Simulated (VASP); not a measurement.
# MgS (Fm-3m) in VASP: a series of runs

Runs on MgS. Level: PBE0. Tasks: single point.

All numbers are computed with VASP 6.6.1; they aren't measurements. Logs are shortened: lines on timing, memory, paths and dates and some standing lists are left out, and cuts for length are marked.

## 1. The cell of the first run

The structure is cubic, space group Fm-3m (No. 225). The conventional cell has a = 5.097 Å, b = 5.097 Å, c = 5.097 Å, α = 90.00°, β = 90.00°, γ = 90.00°. S (site symmetry m-3m) has 6 Mg at 2.55 Å within 3.4 Å. Within 3.4 Å of Mg (site symmetry m-3m) lie 6 S at 2.55 Å.

## 2. Single point, PBE0

POSCAR

```
MgS
1.0
    0.0000000000      2.5485401997      2.5485401997
    2.5485401997      0.0000000000      2.5485401997
    2.5485401997      2.5485401997      0.0000000000
S Mg
1 1
Direct
    0.5000000000      0.5000000000      0.5000000000
    0.0000000000      0.0000000000      0.0000000000
```

INCAR.step1

```
ALGO = Normal
EDIFF = 1E-5
ENCUT = 520
GGA = PE
ISIF = 2
ISMEAR = -1
LASPH = True
LCHARG = False
LREAL = False
LWAVE = True
NBANDS = 11
NELM = 80
PREC = Accurate
SIGMA = 0.05
```

INCAR.step2

```
AEXX = 0.25
ALGO = Normal
EDIFF = 1E-7
ENCUT = 520
GGA = PE
ISIF = 2
ISMEAR = -1
ISTART = 1
LASPH = True
LCHARG = False
LHFCALC = True
LREAL = False
LWAVE = False
NBANDS = 11
NELM = 80
PREC = Accurate
PRECFOCK = Normal
SIGMA = 0.05
```

KPOINTS

```
k-points
0
Gamma
  4 4 4
```

Potentials or basis: VASP PAW PBE potentials, release 64 (S, Mg).

Launch:

```bash
cat potpaw_PBE.64/S/POTCAR potpaw_PBE.64/Mg/POTCAR > POTCAR
cp INCAR.step1 INCAR
mpirun -np 1 vasp_std > vasp.out
cp INCAR.step2 INCAR
mpirun -np 1 vasp_std > vasp.out
```

OUTCAR:

```text
AEXX = 0.25
   EDIFF = 1E-7
   ENCUT = 520
   GGA = PE
   ISIF = 2
   ISMEAR = -1
   ISTART = 1
   LASPH = True
   LHFCALC = True
   LREAL = False
   NELM = 80
   PREC = Accurate
   PRECFOCK = Normal

 ion  position               nearest neighbor table
   1  0.500  0.500  0.500-   2 2.55   2 2.55   2 2.55   2 2.55   2 2.55   2 2.55
   2  0.000  0.000  0.000-   1 2.55   1 2.55   1 2.55   1 2.55   1 2.55   1 2.55

  LATTYP: Found a face centered cubic cell.
 ALAT       =     5.0970803994

  Lattice vectors:

 A1 = (   0.0000000000,   2.5485401997,   2.5485401997)
 A2 = (   2.5485401997,   0.0000000000,   2.5485401997)
 A3 = (   2.5485401997,   2.5485401997,   0.0000000000)

Analysis of symmetry for initial positions (statically):
=====================================================================
 Subroutine PRICEL returns:
 Original cell was already a primitive cell.

 Routine SETGRP: Setting up the symmetry group for a
 face centered cubic supercell.

 Subroutine GETGRP returns: Found 48 space group operations
 (whereof 48 operations were pure point group operations)
 out of a pool of 48 trial point group operations.

The static configuration has the point symmetry O_h .

Analysis of symmetry for dynamics (positions and initial velocities):
=====================================================================
 Subroutine PRICEL returns:
 Original cell was already a primitive cell.

 Routine SETGRP: Setting up the symmetry group for a
 face centered cubic supercell.

 Subroutine GETGRP returns: Found 48 space group operations
 (whereof 48 operations were pure point group operations)
 out of a pool of 48 trial point group operations.

The dynamic configuration has the point symmetry O_h .

 Subroutine INISYM returns: Found 48 space group operations
 (whereof 48 operations are pure point group operations),
 and found     1 'primitive' translations

----------------------------------------------------------------------------------------

                                     Primitive cell

  volume of cell :      33.1058

  direct lattice vectors                    reciprocal lattice vectors
     0.000000000  2.548540200  2.548540200    -0.196190745  0.196190745  0.196190745
     2.548540200  0.000000000  2.548540200     0.196190745 -0.196190745  0.196190745
     2.548540200  2.548540200  0.000000000     0.196190745  0.196190745 -0.196190745

  length of vectors
     3.604180115  3.604180115  3.604180115     0.339812338  0.339812338  0.339812338

  position of ions in fractional coordinates (direct lattice)
     0.500000000  0.500000000  0.500000000
     0.000000000  0.000000000  0.000000000

  ion indices of the primitive-cell ions
   primitive index   ion index
                 1           1
                 2           2

----------------------------------------------------------------------------------------

 KPOINTS: k-points

Automatic generation of k-mesh.
 Grid dimensions read from file:
 generate k-points for:    4    4    4

 Generating k-lattice:

  Cartesian coordinates                     Fractional coordinates (reciprocal lattice)
    -0.049047686  0.049047686  0.049047686     0.250000000  0.000000000  0.000000000
     0.049047686 -0.049047686  0.049047686     0.000000000  0.250000000  0.000000000
     0.049047686  0.049047686 -0.049047686     0.000000000  0.000000000  0.250000000

  Length of vectors
     0.084953085  0.084953085  0.084953085

  Shift w.r.t. Gamma in fractional coordinates (k-lattice)
     0.000000000  0.000000000  0.000000000

 Subroutine IBZKPT returns following result:
 ===========================================

 Found      8 irreducible k-points:

 Following reciprocal coordinates:
            Coordinates               Weight
  0.000000  0.000000  0.000000      1.000000
  0.250000  0.000000  0.000000      8.000000
  0.500000  0.000000  0.000000      4.000000
  0.250000  0.250000  0.000000      6.000000
  0.500000  0.250000  0.000000     24.000000
 -0.250000  0.250000  0.000000     12.000000
  0.500000  0.500000  0.000000      3.000000
 -0.250000  0.500000  0.250000      6.000000
   k-points           NKPTS =      8   k-points in BZ     NKDIM =     64   number of bands    NBANDS=     11
   number of dos      NEDOS =    301   number of ions     NIONS =      2
   total plane-waves  NPLWV =  21952
   dimension x,y,z NGX =    28 NGY =   28 NGZ =   28
   dimension x,y,z NGXF=    56 NGYF=   56 NGZF=   56
   ions per type =               1   1
   NGX,Y,Z   is equivalent  to a cutoff of  12.92, 12.92, 12.92 a.u.
   NGXF,Y,Z  is equivalent  to a cutoff of  25.83, 25.83, 25.83 a.u.
 SYSTEM =  unknown system
   PREC   = accura    normal or accurate (medium, high low for compatibility)
   ISTART =      1    job   : 0-new  1-cont  2-samecut
   ICHARG =      0    charge: 1-file 2-atom 10-const
   ISPIN  =      1    spin polarized calculation?
   LNONCOLLINEAR =      F non collinear calculations
   LSORBIT =      F    spin-orbit coupling
   LASPH  =      T    aspherical Exc in radial PAW
   ENCUT  =  520.0 eV  38.22 Ry    6.18 a.u.   6.70  6.70  6.70*2*pi/ulx,y,z
   NELM   =     80;   NELMIN=  2; NELMDL=  0     # of ELM steps
   EDIFF  = 0.1E-06   stopping-criterion for ELM
   LREAL  =      F    real-space projection
   EDIFFG = 0.1E-05   stopping-criterion for IOM
   NSW    =      0    number of steps for IOM
   IBRION =     -1    ionic relax: 0-MD 1-quasi-New 2-CG
   NFREE  =      0    steps in history (QN), initial steepest desc. (CG)
   ISIF   =      2    stress and relaxation
   ISYM   =      3    0-nonsym 1-usesym 2-fastsym
   POTIM  = 0.5000    time-step for ionic-motion
   TEBEG  =    0.0;   TEEND  =   0.0 temperature during run
   PSTRESS=    0.0 pullay stress
   NELECT =       8.0000    total number of electrons
   NUPDOWN=      -1.0000    fix difference up-down
   EMIN   =  10.00;   EMAX   =-10.00  energy-range for DOS
   EFERMI =   0.00;   METHOD = LEGACY
   ISMEAR =    -1;   SIGMA  =   0.05  broadening in eV -4-tet -1-fermi 0-gaus
   EFERMI_NEDOS =   21; number of points for ismear=-14 and -15
   IALGO  =     38    algorithm
   IMIX   =      1    mixing-type and parameters
     AMIX     =   0.40;   BMIX     =  1.00
     AMIX_MAG =   1.60;   BMIX_MAG =  1.00
  volume/ion in A,a.u.               =      16.55       111.70
  Fermi-wavevector in a.u.,A,eV,Ry     =   1.019694  1.926943 14.147019  1.039777
  Thomas-Fermi vector in A             =   2.153222
   LORBIT       =      0    0 simple, 1 ext, 2 COOP (PROOUT), +10 PAW based schemes
   GGA     = PE    functional components
   LHFCALC =     T    Hartree Fock is set to
   PRECFOCK=normal    Normal, Fast or Accurate (Low or Medium for compatibility)
   ENCUT4O =  -1.0   cutoff for four orbital integrals eV
   NKREDX  =     1    reduce k-point grid by
   NKREDY  =     1    reduce k-point grid by
   NKREDZ  =     1    reduce k-point grid by
   AEXX    =    0.2500 exact exchange contribution
   HFSCREEN=    0.0000 screening length (either q_TF or 0.3 A-1)
   HFSCREENC=   0.0000 screening length for correlation (either q_TF or 0.3 A-1)
   ENCUTFOCK=  -1.0 apply spherical cutoff to Coloumb kernel
   IVDW    =     0    specifies the selected vdW correction
   LEPSILON=     F    determine dielectric tensor
   LRPA    =     F    only Hartree local field effects (RPA)
 non-spin polarized calculation
  energy-cutoff  :      520.00
  volume of cell :       33.11
 maximum number of plane-waves:       896
 NGX is ok and might be reduce to    28
  NGX = 24; NGY = 24; NGZ = 24

 number of electron       7.9999999 magnetization

 Free energy of the ion-electron system (eV)
  ---------------------------------------------------
  ext. energy  EPLUGINS =         0.00000000
  ---------------------------------------------------
  free energy    TOTEN  =       -10.40526725 eV

  energy without entropy =      -10.40526725  energy(sigma->0) =      -10.40526725

 E-fermi :   4.3421     XC(G=0):  -7.8461

 val. band max:        3.2444183009   @ k =   0.0000   0.0000   0.0000
 cond. band min:       7.9187803612   @ k =   0.5000   0.5000   0.0000
 fundamental gap:      4.6743620603
 Fermi energy:         4.3420834970

 k-point     1 :       0.0000    0.0000    0.0000
  band No.  band energies     occupation
      1     -11.1375      2.00000
      2       3.2444      2.00000
      3       3.2444      2.00000
      4       3.2444      2.00000
      5       9.3667      0.00000
      6      13.0984      0.00000
      7      13.0984      0.00000
      8      13.0984      0.00000
      9      15.8150      0.00000
     10      15.8150      0.00000
     11      17.9010      0.00000

 k-point     2 :       0.2500    0.0000    0.0000
  band No.  band energies     occupation
      1     -10.4571      2.00000
      2       0.0327      2.00000
      3       2.8491      2.00000
      4       2.8491      2.00000
      5      10.2814      0.00000
      6      13.1121      0.00000
      7      13.1121      0.00000
      8      14.0158      0.00000
      9      15.7662      0.00000
     10      15.7662      0.00000
     11      17.7363      0.00000

 k-point     3 :       0.5000    0.0000    0.0000
  band No.  band energies     occupation
      1      -9.5234      2.00000
      2      -2.4246      2.00000
      3       2.5168      2.00000
      4       2.5168      2.00000
      5       9.6711      0.00000
      6      12.1625      0.00000
      7      12.1625      0.00000
      8      16.3212      0.00000
      9      17.9686      0.00000
     10      20.2830      0.00000
     11      20.2830      0.00000
[... 43 lines left out ...]
 k-point     7 :       0.5000    0.5000    0.0000
  band No.  band energies     occupation
      1      -9.0530      2.00000
      2      -1.7419      2.00000
      3       1.2349      2.00000
      4       1.2349      2.00000
      5       7.9188      0.00000
      6       9.1540      0.00000
      7      18.2180      0.00000
      8      18.5906      0.00000
      9      19.6411      0.00000
     10      19.6411      0.00000
     11      21.8399      0.00000

 k-point     8 :      -0.2500    0.5000    0.2500
  band No.  band energies     occupation
      1      -8.9961      2.00000
      2      -0.5943      2.00000
      3      -0.5943      2.00000
      4       0.5288      2.00000
      5      10.6521      0.00000
      6      13.2628      0.00000
      7      13.2628      0.00000
      8      13.6158      0.00000
      9      20.5835      0.00000
     10      20.5835      0.00000
     11      22.0091      0.00000

------------------------ aborting loop because EDIFF is reached ----------------------------------------

  FORCE on cell =-STRESS in cart. coord.  units (eV):
  Direction    XX          YY          ZZ          XY          YZ          ZX
  --------------------------------------------------------------------------------------
  -------------------------------------------------------------------------------------
  Total        1.0499424      1.0499424      1.0499424     -0.0000000     -0.0000000      0.0000000
  in kB       50.8126226     50.8126226     50.8126226     -0.0000000     -0.0000000      0.0000000
  external PRESSURE =      50.8126226 kB  Pullay stress =       0.0000000 kB

 VOLUME and BASIS-vectors are now :
 -----------------------------------------------------------------------------
  energy-cutoff  :      520.00
  volume of cell :       33.11
      direct lattice vectors                 reciprocal lattice vectors
     0.000000000  2.548540200  2.548540200    -0.196190745  0.196190745  0.196190745
     2.548540200  0.000000000  2.548540200     0.196190745 -0.196190745  0.196190745
     2.548540200  2.548540200  0.000000000     0.196190745  0.196190745 -0.196190745

 POSITION                                       TOTAL-FORCE (eV/Angst)
 -----------------------------------------------------------------------------------
      2.54854      2.54854      2.54854         0.000000      0.000000      0.000000
      0.00000      0.00000      0.00000        -0.000000     -0.000000      0.000000
 -----------------------------------------------------------------------------------
    total drift:                               -0.000000     -0.000000     -0.000000

  FREE ENERGIE OF THE ION-ELECTRON SYSTEM (eV)
  ---------------------------------------------------
  free  energy   TOTEN  =       -10.4052672526 eV

  energy  without entropy=      -10.4052672525  energy(sigma->0) =      -10.40526725
```

Wall time 4.6 min (1 thread of Intel Xeon 8259CL, shared host); peak memory 0.17 GiB.

Results:

```
Free energy            : -10.4053 eV
Pressure               : 5.1 GPa
Band gap on the k mesh : 4.67 eV (least direct gap 6.12 eV)
```

Caveat: the k points lie up to 0.53 Å⁻¹ apart; the PAW data sets were made with another functional, which shifts forces and pressure a little.

## 3. Single point, PBE0

This run uses another cell than the first one, of 16.91 Å³/atom.

POSCAR

```
MgS
1.0
    0.0000000000      2.5664882573      2.5664882573
    2.5664882573      0.0000000000      2.5664882573
    2.5664882573      2.5664882573      0.0000000000
S Mg
1 1
Direct
    0.5000000000      0.5000000000      0.5000000000
    0.0000000000      0.0000000000      0.0000000000
```

INCAR.step1, as its differences from that of step 2:

```diff
@@ -11,3 +11,3 @@
 NBANDS = 11
-NELM = 80
+NELM = 60
 PREC = Accurate
```

INCAR.step2, as its differences from that of step 2:

```diff
@@ -2,3 +2,3 @@
 ALGO = Normal
-EDIFF = 1E-7
+EDIFF = 1E-6
 ENCUT = 520
@@ -14,3 +14,3 @@
 NBANDS = 11
-NELM = 80
+NELM = 60
 PREC = Accurate
```

KPOINTS is that of step 2.

Potentials or basis: VASP PAW PBE potentials, release 64 (S, Mg).

Launch:

```bash
cat potpaw_PBE.64/S/POTCAR potpaw_PBE.64/Mg/POTCAR > POTCAR
cp INCAR.step1 INCAR
mpirun -np 1 vasp_std > vasp.out
cp INCAR.step2 INCAR
mpirun -np 1 vasp_std > vasp.out
```

It took 3.9 min on 1 thread of Intel Xeon 8259CL, shared host; peak memory 0.17 GiB.

The run converged. Its results:

```
Free energy            : -10.4232 eV
Pressure               : 3.0 GPa
Band gap on the k mesh : 4.62 eV (least direct gap 5.93 eV)
```

Levels at points of the mesh, in eV from the valence-band top:
```csv
k point,band 1,band 2,band 3,band 4,band 5,band 6,band 7,band 8,band 9
"(0.00, 0.00, 0.00)",-14.24,0.00,0.00,0.00,5.93,9.87,9.87,9.87,12.54
"(0.50, 0.00, 0.00)",-12.69,-5.54,-0.70,-0.70,6.39,8.89,8.89,12.84,14.57
"(0.50, 0.50, 0.00)",-12.24,-4.86,-1.96,-1.96,4.62,5.98,14.75,15.28,16.16
```

Caveat: the k points lie up to 0.53 Å⁻¹ apart; the PAW data sets were made with another functional, which shifts forces and pressure a little. A k mesh can miss the band edges.
